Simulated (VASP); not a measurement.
Si:

```xyz
1
Lattice="-1.6269 1.6269 1.3203 1.6269 -1.6269 1.3203 1.6269 1.6269 -1.3203" Properties=species:S:1:pos:R:3 pbc="T T T"
Si    0.0000    0.0000    0.0000
```

Base run:

| Property | Result |
| --- | --- |
| Program | VASP 6.6.1 |
| Functional | BLYP |
| Potentials or basis | VASP PAW PBE potentials, release 64 (Si) |
| Cutoff | 500 eV |
| k mesh | 13 × 13 × 13 |
| Occupations | fermi-dirac, width 0.15 eV |
| Spin | no spin polarisation |

Its results: band gap on the k mesh zero (bands 2 and 3 overlap by 12.98 eV); pressure 13.2 GPa.

Question: The run is repeated on the same cell with these changes: functional from BLYP to RPBE. What comes out?

Answer: Band gap on the k mesh zero (bands 2 and 3 overlap by 13.32 eV); pressure 4.4 GPa.

Caveats: the cell stands under pressure; the PAW data sets were made with another functional, which shifts forces and pressure a little.
